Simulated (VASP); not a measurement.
Wanted: the native input for a VASP 6.6.1 run.

```yaml
Task: single point
Functional: LDA
Potentials_or_basis: VASP PAW LDA potentials, release 64 (Se)
Cutoff: 520 eV
k_mesh: 14 × 14 × 14
Occupations: fermi-dirac, width 0.1 eV
Spin: no spin polarisation
Dipole_correction: no
Further_INCAR_settings: ALGO = Normal; EDIFF = 1e-07; NBANDS = 9
```

The structure of Se lies in POSCAR:

```
Se
1.0
    0.0000000000      2.1170111064      2.1170111064
    2.1170111064      0.0000000000      2.1170111064
    2.1170111064      2.1170111064      0.0000000000
Se
1
Direct
    0.0000000000      0.0000000000      0.0000000000
```

One way to write it, as run:

INCAR

```
PREC = Accurate
ENCUT = 520
EDIFF = 1E-7
ISMEAR = -1
SIGMA = 0.1
LREAL = F
LASPH = T
NELM = 80
ALGO = Normal
ISIF = 2
LWAVE = F
LCHARG = F
NBANDS = 9
```

KPOINTS

```
regular mesh
0
Gamma
  14 14 14
```

Potentials or basis: VASP PAW LDA potentials, release 64 (Se).

Launch:

```sh
$ cat potpaw_LDA.64/Se/POTCAR > POTCAR
$ mpirun -np 1 vasp_std > vasp.out
```

It gave:

```json
{
 "Pressure": "-0.1 GPa",
 "Band gap on the k mesh": "zero (band 3 reaches 9.73 eV, above the bottom of band 4 at 3.91 eV)"
}
```

Wall time 4.2 s on 1 thread of Intel(R) Xeon(R) 6975P-C (Granite Rapids), on a shared host, peak memory 0.13 GiB.
